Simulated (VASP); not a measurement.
A run of VASP 6.6.1 is set up as follows.

File INCAR:

```
PREC = Accurate ; ENCUT = 520
EDIFF = 1E-7 ; ISMEAR = 1
SIGMA = 0.3 ; LREAL = F
LASPH = T ; NELM = 80
ALGO = Normal ; ISIF = 2
LWAVE = F ; LCHARG = T
GGA = CA ; LELF = T
LVHAR = T ; NBANDS = 10
```

The input KPOINTS:

```
Automatic mesh
0
Gamma
  14 14 14
```

Contents of POSCAR:

```
Ir
1.0
    0.0000000000      1.9060927672      1.9060927672
    1.9060927672      0.0000000000      1.9060927672
    1.9060927672      1.9060927672      0.0000000000
Ir
1
Direct
    0.0000000000      0.0000000000      0.0000000000
```

Potentials or basis: VASP PAW LDA potentials, release 64 (Ir).

Command:

```bash
$ cat potpaw_LDA.64/Ir/POTCAR > POTCAR
$ mpirun -np 1 vasp_std > vasp.out
```

Estimate the pressure.

2.4 GPa.
